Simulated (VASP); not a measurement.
Runs of VASP 6.6.1 on Ge. The structure is that of space group Fd-3m (No. 227), or close to it. The cells are those of the table. 

| cell | gap on the mesh (eV) | pressure (GPa) |
| --- | --- | --- |
| a = 3.941, b = 4.000 Å, angles 59.5, 61.0, 59.5°, 2 atoms | - | 6.0 |
| a = 4.061, b = 4.000 Å, angles 60.5, 59.0, 60.5°, 2 atoms | none | (b) |
| a = 4.021, b = 4.000 Å, angles 60.2, 59.7, 60.2°, 2 atoms | none | 2.8 |
| a = 4.041, b = 4.000 Å, angles 60.3, 59.3, 60.3°, 2 atoms | none | 2.1 |
| a = 4.081, b = 4.000 Å, angles 60.7, 58.7, 60.7°, 2 atoms | none | 0.8 |
| a = 4.071, b = 4.000 Å, angles 60.6, 58.9, 60.6°, 2 atoms | none | (a) |

Alike in all rows: task single point; level PBE; potentials or basis VASP PAW PBE potentials, release 64 (Ge_d); no spin polarisation; k mesh 14 × 14 × 14; cutoff (eV) 500; smearing gaussian 0.15 eV.

**Question.** Estimate the missing entries.

**Answer.** (a) 1.1; (b) 1.4.

A k mesh can miss the band edges, and the runs leave out spin-orbit coupling on Ge.

A gap of «none» marks levels without a gap at the run's occupations.
